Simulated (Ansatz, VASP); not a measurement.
# AlCr2C in VASP and in Ansatz

```
Al Cr C
1.0
     2.84133    0.00000    0.00000
    -1.42066    2.46066    0.00000
     0.00000    0.00000   12.69878
Al Cr C
2 4 2
Direct
  0.66667 0.33333 0.25000
  0.33333 0.66667 0.75000
  0.33333 0.66667 0.41578
  0.66667 0.33333 0.91578
  0.66667 0.33333 0.58422
  0.33333 0.66667 0.08422
  0.00000 0.00000 0.50000
  0.00000 0.00000 0.00000
```

Alike in both runs: functional PBE; k mesh 15 × 15 × 4; occupations gaussian, width 0.1 eV; no spin polarisation.

Ansatz relaxed the structure, and its values are those at the end. VASP's run is a single point on that final structure, the one shown.

```csv
,VASP,Ansatz
version,VASP 6.6.1,Ansatz 0.2.0
potentials or method,"VASP PAW PBE potentials, release 64 (Al, Cr_pv, C), cutoff 520 eV","scalar-relativistic, plane waves, PAW"
valence electrons in the cell,62,70
```

|  | VASP | Ansatz | Ansatz less VASP |
| --- | --- | --- | --- |
| gap on the k mesh at the Fermi level (eV) | none | none | - |
| pressure (GPa) | 0.1 | 0.0 | -0.10 |
| rms of the force components (eV/Å) | 0.017 | 0.000 | -0.0174 |

A gap of «none» marks a metal or a gap that the smearing closes. The functional is the same, so the differences come from potentials, cutoffs and numerics. VASP's potentials hold 62 valence electrons a cell and Ansatz's 70, so a difference there can come from the potentials and not from the codes.
